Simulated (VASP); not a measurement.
Runs of VASP 6.6.1 on Ta. The structure is that of space group Im-3m (No. 229), or close to it. The cells are those of the table. 

```tsv
cell	gap on the mesh (eV)	pressure (GPa)
a = 2.789 Å, angles 109.9, 109.9, 108.6°, 1 atom	none	13.7
a = 2.946 Å, angles 109.5°, 1 atom	none	-18.2
a = 2.818 Å, angles 110.7, 110.7, 107.0°, 1 atom	none	6.4
a = 2.774 Å, angles 109.5°, 1 atom	none	17.7
a = 2.817 Å, angles 109.5°, 1 atom	none	6.1
a = 2.903 Å, angles 109.5°, 1 atom	none	-11.7
a = 2.832 Å, angles 109.9, 109.9, 108.7°, 1 atom	none	2.7
a = 2.803 Å, angles 109.1, 109.1, 110.3°, 1 atom	none	9.8
a = 2.932 Å, angles 109.1, 109.1, 110.3°, 1 atom	none	-16.2
a = 2.833 Å, angles 111.1, 111.1, 106.2°, 1 atom	none	(a)
a = 2.917 Å, angles 109.9, 109.9, 108.7°, 1 atom	none	-14.0
a = 2.832 Å, angles 108.7, 108.7, 111.1°, 1 atom	none	(b)
```

Alike in all rows: task single point; level PBEsol; potentials or basis VASP PAW PBE potentials, release 64 (Ta_pv); no spin polarisation; k mesh 20 × 20 × 20; cutoff (eV) 520; smearing gaussian 0.15 eV.

**Question.** Fill in the values left out.

**Answer.** (a) 3.2; (b) 2.8.

Caveats: the PAW data sets were made with another functional, which shifts forces and pressure a little; spin-orbit coupling is left out, which moves the levels of the heavy elements; the cell stands under pressure (at least some runs); the cell stands under tension (at least some runs).

A k mesh can miss the band edges, and the runs leave out spin-orbit coupling on Ta.

A gap of «none» marks levels without a gap at the run's occupations.
